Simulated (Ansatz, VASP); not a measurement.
# Co: VASP beside Ansatz

```xyz
2
Lattice="2.5357 0.0000 0.0000 -1.2678 2.1960 0.0000 0.0000 0.0000 4.1181" Properties=species:S:1:pos:R:3 pbc="T T T"
Co    0.0000    1.4640    1.0295
Co    1.2678    0.7320    3.0886
```

Change from the starting cell: volume scaled by 1.02, crystal datasets.

Alike in both runs: task electric field gradients; functional PBEsol; k mesh 19 × 19 × 10; occupations fermi-dirac, width 0.05 eV; collinear spin.

```csv
,VASP,Ansatz
version,VASP 6.6.1,Ansatz 0.2.0
potentials or method,"VASP PAW PBE potentials, release 64 (Co), cutoff 520 eV","all-electron PAW with datasets made for the crystal, scalar-relativistic"
```

```tsv
	VASP	Ansatz	Ansatz less VASP
pressure (GPa)	-19.6	-19.2	+0.35
traceless stress, the component that is largest in VASP (GPa)	-0.85	-0.71	+0.142
net moment per atom (μB)	1.65	1.66	+0.011
size of the moment on the site where the two differ most (μB)	1.68	1.74	+0.060
size of Vzz on the site where it differs most (V/Å²)	2.0	1.8	-0.17
```

VASP's potentials were made for PBE, not for PBEsol. Site moments also hang on the region over which each program counts them. Ansatz ran all-electron here, and VASP with PAW potentials.
